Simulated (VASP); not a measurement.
# AlN (P1) in VASP: a series of runs, part 2 of 2

VASP 6.6.1.

**5. Single point, PBE (mode 4 frozen in at -0.154 Å and mode 10 at -0.030 Å (largest displacements))**

Contents of INCAR:

```
ALGO     = Normal         # electronic algorithm
EDIFF    = 1E-6           # SCF threshold, eV
ENCUT    = 520            # plane-wave cutoff, eV
GGA      = PE             # functional
ISIF     = 2              # what is computed and relaxed
ISMEAR   = 0              # smearing method
LASPH    = T              # aspherical terms in the spheres
LCHARG   = F              # write CHGCAR
LREAL    = F              # projectors in reciprocal space
LWAVE    = F              # write WAVECAR
NBANDS   = 16             # bands
NELM     = 60             # most SCF steps
PREC     = Accurate       # precision mode
SIGMA    = 0.05           # smearing width, eV
```

Contents of KPOINTS:

```
k-points
0
Gamma
  6 6 6
```

Contents of POSCAR:

```
AlN
1.0
    0.0000000000     -2.2015682416     -2.2015682416
   -2.2015682416      0.0000000000     -2.2015682416
    2.2015682416      2.2015682416     -4.4031364832
Al N
2 2
Direct
   -0.0139585927      0.0525832593     -0.0017685100
    0.5104215726      0.4438797206      0.4982314900
    0.3674837339      0.4271085880      0.8784066625
    0.8893295912      0.8297047371      0.3784066625
```

Potentials or basis: VASP PAW PBE potentials, release 64 (Al, N).

The run is started by

```
$ cat potpaw_PBE.64/Al/POTCAR potpaw_PBE.64/N/POTCAR > POTCAR
$ mpirun -np 1 vasp_std > vasp.out
```

OUTCAR:

```text
EDIFF = 1E-6
   ENCUT = 520
   GGA = PE
   ISIF = 2
   ISMEAR = 0
   LASPH = T
   LREAL = F
   NELM = 60
   PREC = Accurate

 ion  position               nearest neighbor table
   1  0.986  0.053  0.998-   3 1.88   3 1.90   3 1.92   4 1.95   2 2.96   2 3.00   2 3.09   2 3.17
                             2 3.26   2 3.29
   2  0.510  0.444  0.498-   4 1.87   4 1.88   4 1.94   3 1.96   1 2.96   1 3.00   1 3.09   1 3.17
                             1 3.26   1 3.29
   3  0.367  0.427  0.878-   1 1.88   1 1.90   1 1.92   2 1.96
   4  0.889  0.830  0.378-   2 1.87   2 1.88   2 1.94   1 1.95

  LATTYP: Found a trigonal (rhomboedric) cell.
 ALAT       =     5.3927188258
 COS(alpha) =     0.8333333333

  Lattice vectors:

 A1 = (   2.2015682416,   4.4031364832,  -2.2015682416)
 A2 = (   4.4031364832,   2.2015682416,  -2.2015682416)
 A3 = (   2.2015682416,   2.2015682416,  -4.4031364832)

Analysis of symmetry for initial positions (statically):
=====================================================================
 Subroutine PRICEL returns:
 Original cell was already a primitive cell.

 Routine SETGRP: Setting up the symmetry group for a
[... 168 lines left out ...]
  free energy    TOTEN  =       -29.48813731 eV

  energy without entropy =      -29.48813731  energy(sigma->0) =      -29.48813731

 E-fermi :   6.2895     XC(G=0): -10.8405

 val. band max:        5.9917709930   @ k =   0.0000   0.0000   0.0000
 cond. band min:       9.0751137723   @ k =   0.5000   0.0000   0.5000
 fundamental gap:      3.0833427793
 Fermi energy:         6.2895082377

 k-point     1 :       0.0000    0.0000    0.0000
  band No.  band energies     occupation
      1      -9.0796      2.00000
      2      -7.0952      2.00000
      3       0.0556      2.00000
      4       5.1709      2.00000
      5       5.3150      2.00000
      6       5.6321      2.00000
[... 433 lines left out ...]
      3       1.1144      2.00000
      4       1.5583      2.00000
      5       2.8954      2.00000
      6       3.4826      2.00000
[... 8 lines left out ...]
     15      18.2863      0.00000
     16      19.5825      0.00000

 [... further k-points ...]
[... 5 lines left out ...]
  --------------------------------------------------------------------------------------
  -------------------------------------------------------------------------------------
  Total       -0.5733743      0.3846313     -0.2691510     -0.6389082     -0.1014448     -0.1127459
  in kB      -21.5224837     14.4377241    -10.1029960    -23.9823983     -3.8078843     -4.2320901
  external PRESSURE =      -5.7292519 kB  Pullay stress =       0.0000000 kB

 VOLUME and BASIS-vectors are now :
 -----------------------------------------------------------------------------
  energy-cutoff  :      520.00
  volume of cell :       42.68
      direct lattice vectors                 reciprocal lattice vectors
     0.000000000 -2.201568242 -2.201568242     0.113555417 -0.340666251 -0.113555417
    -2.201568242  0.000000000 -2.201568242    -0.340666251  0.113555417 -0.113555417
     2.201568242  2.201568242 -4.403136483     0.113555417  0.113555417 -0.113555417

 POSITION                                       TOTAL-FORCE (eV/Angst)
 -----------------------------------------------------------------------------------
      2.08191      0.02684     -6.68195         0.669047     -0.111573     -0.205253
      0.11966     -0.02684     -4.29474        -0.554099      0.243618     -1.166813
      0.99356      1.12483     -5.61709         0.222254     -0.122187      0.944972
     -0.99356     -1.12483     -5.45075        -0.337201     -0.009858      0.427094
 -----------------------------------------------------------------------------------
    total drift:                               -0.000075     -0.000002      0.000449

  FREE ENERGIE OF THE ION-ELECTRON SYSTEM (eV)
  ---------------------------------------------------
  free  energy   TOTEN  =       -29.4881373101 eV

  energy  without entropy=      -29.4881373101  energy(sigma->0) =      -29.48813731
```

It took 67 s on 1 thread of Intel Xeon Platinum 8259CL at 2.50GHz (Skylake/Cascade Lake), shared host; peak memory 0.19 GiB.

What came out:

- Free energy: -29.4881 eV
- Pressure: -0.6 GPa
- Largest force: 1.314 eV/Å
- Band gap on the k mesh: 3.08 eV, indirect (least direct gap 3.59 eV)

Forces in eV/Å, atoms in the order of the input:
```
Al   0.669 -0.112 -0.205
Al  -0.554  0.244 -1.167
N    0.222 -0.122  0.945
N   -0.337 -0.010  0.427
```

Levels at points of the mesh, in eV from the valence-band top:
```tsv
k point	band 5	band 6	band 7	band 8	band 9	band 10	band 11	band 12
(0.00, 0.00, 0.00)	-0.68	-0.36	-0.21	0.00	3.65	6.86	9.30	10.68
(0.50, 0.00, 0.00)	-2.54	-2.39	-1.36	-1.33	5.46	5.55	9.01	9.35
(0.00, 0.50, 0.00)	-2.71	-2.02	-1.43	-1.35	5.37	5.56	8.84	10.17
(0.50, 0.50, 0.50)	-2.68	-2.16	-1.49	-1.44	5.43	5.58	8.85	9.92
(0.50, 0.50, 0.00)	-2.05	-1.89	-0.85	-0.63	3.12	6.83	8.12	9.48
(0.00, 0.50, 0.50)	-1.98	-1.94	-0.75	-0.61	3.14	6.86	8.00	9.52
(0.50, 0.00, 0.50)	-1.99	-1.93	-0.79	-0.51	3.08	6.68	8.25	9.35
(0.00, 0.00, 0.50)	-0.72	-0.61	-0.42	-0.29	5.93	5.94	10.33	10.38
```

Caveat: the cell differs from its parent crystal (mode 4 frozen in at -0.154 Å and mode 10 at -0.030 Å (largest displacements)); forces of over 1 eV/Å act on the atoms, so gaps and moduli don't describe the material at rest.

**6. Single point, PBE (mode 4 frozen in at -0.102 Å and mode 10 at +0.045 Å (largest displacements))**

Contents of INCAR:

```
SYSTEM = AlN
PREC     = Accurate       ! precision mode
ENCUT    = 520            ! plane-wave cutoff, eV
EDIFF    = 1E-7           ! SCF threshold, eV
ISMEAR   = 0              ! smearing method
SIGMA    = 0.05           ! smearing width, eV
LREAL    = .FALSE.        ! projectors in reciprocal space
LASPH    = .TRUE.         ! aspherical terms in the spheres
NELM     = 100            ! most SCF steps
ALGO     = Normal         ! electronic algorithm
ISIF     = 2              ! what is computed and relaxed
LWAVE    = .FALSE.        ! write WAVECAR
LCHARG   = .TRUE.         ! write CHGCAR
GGA      = PE             ! functional
LELF     = .TRUE.         ! ELF
LVHAR    = .TRUE.       
NBANDS   = 16             ! bands
```

Contents of KPOINTS:

```
regular mesh
0
G
  6 6 6
  0 0 0
```

Contents of POSCAR:

```
AlN
1.0
    0.0000000000     -2.2015682416     -2.2015682416
   -2.2015682416      0.0000000000     -2.2015682416
    2.2015682416      2.2015682416     -4.4031364832
Al N
2 2
Direct
   -0.0054713147      0.0388754982      0.0026527651
    0.5107768449      0.4664300319      0.5026527651
    0.3626104211      0.4023474013      0.8698900062
    0.8771695913      0.8374326112      0.3698900062
```

Potentials or basis: VASP PAW PBE potentials, release 64 (Al, N).

The run is started by

```
$ cat potpaw_PBE.64/Al/POTCAR potpaw_PBE.64/N/POTCAR > POTCAR
$ mpirun -np 1 vasp_std > vasp.out
```

Wall time 74 s (1 thread of Intel Xeon Platinum 8259CL at 2.50GHz (Skylake/Cascade Lake), shared host); peak memory 0.19 GiB.

The run converged. Its results:

```
Free energy            : -29.5601 eV
Pressure               : -0.1 GPa
Largest force          : 1.245 eV/Å
Band gap on the k mesh : 3.13 eV, indirect (least direct gap 3.66 eV)
```

Forces in eV/Å, atoms in the order of the input:
```
Al   0.439  0.015  1.164
Al  -0.325  0.104  0.593
N    0.140 -0.100 -0.778
N   -0.254 -0.018 -0.979
```

Stress tensor (GPa, compression positive):
```
-0.65  4.11  0.04
 4.11  0.97  0.02
 0.04  0.02 -0.76
```

Levels at points of the mesh, in eV from the valence-band top:
```
           k point  band 4  band 5  band 6  band 7  band 8  band 9  band 10  band 11  band 12  band 13
(0.00, 0.00, 0.00)   -0.70   -0.51   -0.29   -0.14    0.00    3.76     6.90     9.39    10.75    10.94
(0.50, 0.00, 0.00)   -4.77   -2.60   -2.50   -1.34   -1.29    5.61     5.65     9.26     9.45    11.60
(0.00, 0.50, 0.00)   -4.67   -2.74   -2.26   -1.36   -1.31    5.54     5.69     9.08     9.98    11.31
(0.50, 0.50, 0.50)   -4.80   -2.68   -2.32   -1.22   -1.18    5.55     5.65     9.08     9.78    11.39
(0.50, 0.50, 0.00)   -5.00   -2.05   -1.79   -0.68   -0.51    3.16     6.89     8.23     9.49    10.68
(0.00, 0.50, 0.50)   -5.01   -1.92   -1.91   -0.81   -0.60    3.16     6.99     8.17     9.59    10.59
(0.50, 0.00, 0.50)   -5.00   -1.92   -1.89   -0.79   -0.59    3.13     6.91     8.26     9.51    10.68
(0.00, 0.00, 0.50)   -3.44   -0.55   -0.45   -0.28   -0.17    5.96     5.99    10.44    10.50    11.63
```

Caveat: the cell differs from its parent crystal (mode 4 frozen in at -0.102 Å and mode 10 at +0.045 Å (largest displacements)); forces of over 1 eV/Å act on the atoms, so gaps and moduli don't describe the material at rest. A k mesh can miss the band edges.
